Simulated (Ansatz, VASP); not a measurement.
SiSnGe2 in VASP and in Ansatz

```xyz
4
Lattice="4.1135 0.0000 0.0000 0.0000 4.1135 0.0000 0.0000 0.0000 5.8353" Properties=species:S:1:pos:R:3 pbc="T T T"
Si    0.0000    0.0000    0.0000
Sn    2.0567    2.0567    2.9177
Ge    2.0567    0.0000    4.5191
Ge    0.0000    2.0567    1.3163
```

Alike in both runs: functional PBEsol; k mesh 6 × 6 × 4; occupations gaussian, width 0.1 eV; no spin polarisation.

Ansatz relaxed the structure, and its values are those at the end. VASP's run is a single point on that final structure, the one shown.

|  | VASP | Ansatz |
| --- | --- | --- |
| version | VASP 6.6.1 | Ansatz 0.2.0 |
| potentials or method | VASP PAW PBE potentials, release 64 (Si, Sn_d, Ge_d), cutoff 520 eV | scalar-relativistic, plane waves, PAW |
| valence electrons in the cell | 46 | 46 |

|  | VASP | Ansatz | Ansatz less VASP |
| --- | --- | --- | --- |
| gap on the k mesh at the Fermi level (eV) | none | none | - |
| pressure (GPa) | -0.1 | -0.1 | +0.07 |
| rms of the force components (eV/Å) | 0.005 | 0.007 | +0.0014 |

VASP's potentials were made for PBE, not for PBEsol. A gap of «none» marks a metal or a gap that the smearing closes. With one functional, cell and mesh, what is left measures potentials, basis and numerics.
